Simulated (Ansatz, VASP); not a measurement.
## PtS2: VASP beside Ansatz

```xyz
6
Lattice="3.5415 0.0000 0.0000 -1.7708 3.0671 0.0000 0.0000 0.0000 22.4671" Properties=species:S:1:pos:R:3 pbc="T T T"
S     1.7708    1.0224    4.5000
S     0.0000    2.0447    6.9835
S     1.1805    1.3631   10.7235
S     2.9513    0.3408   13.2071
Pt    0.0000    0.0000    5.7418
Pt    2.9513    2.3855   11.9653
```

Alike in both runs: task single point; functional PBE; dispersion D3(BJ); k mesh 9 × 9 × 1; occupations gaussian, width 0.05 eV; no spin polarisation.

|  | VASP | Ansatz |
| --- | --- | --- |
| version | VASP 6.6.1 | Ansatz 0.2.0 |
| potentials or method | VASP PAW PBE potentials, release 64 (S, Pt), cutoff 520 eV | scalar-relativistic, plane waves, PAW |
| valence electrons in the cell | 44 | 60 |

Ansatz gave:

| Item | Value |
| --- | --- |
| gap on the k mesh at the Fermi level (eV) | 1.57 |
| least direct gap on the mesh (eV) | 1.66 |
| rms of the force components (eV/Å) | 0.027 |

Question: What did VASP give for the same quantities?

Answer: gap on the k mesh at the Fermi level (eV): 1.57; least direct gap on the mesh (eV): 1.67; rms of the force components (eV/Å): 0.025.

VASP's potentials hold 44 valence electrons a cell and Ansatz's 60, so a difference there can come from the potentials and not from the codes.

Spin-orbit coupling is off throughout.
